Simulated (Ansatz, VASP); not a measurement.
# ZnSnN2: VASP beside Ansatz

```
Zn Sn N
1.0
     1.58369    0.91434    5.14982
    -1.58369    0.91434    5.14982
     0.00000   -1.82868    5.14982
Zn Sn N
1 1 2
Direct
  0.00000 0.00000 0.00000
  0.50000 0.50000 0.50000
  0.24647 0.24647 0.24647
  0.75353 0.75353 0.75353
```

Alike in both runs: task single point; functional r2SCAN; k mesh 6 × 6 × 6; occupations tetrahedron; no spin polarisation.

```csv
,VASP,Ansatz
version,VASP 6.6.1,Ansatz 0.2.0
potentials or method,"VASP PAW PBE potentials, release 64 (Zn, Sn_d, N)",plane waves
plane-wave cutoff (eV),520,500
valence electrons in the cell,36,36
```

VASP gave:

```
gap on the k mesh at the Fermi level (eV)                     : 1.26
pressure (GPa)                                                : 0.8
traceless stress, the component that is largest in VASP (GPa) : -0.12
rms of the force components (eV/Å)                            : 0.003
```

Question: What did Ansatz give for the same quantities?

Answer: gap on the k mesh at the Fermi level (eV): 1.23; pressure (GPa): 0.0; traceless stress, the component that is largest in VASP (GPa): -0.05; rms of the force components (eV/Å): 0.004.

VASP's potentials were made for PBE, not for r2SCAN. Atom by atom the forces differ by 0.007 eV/Å (rms over components). Ansatz's warnings: band table not solved further, tetrahedron derivatives may miss energy slope.
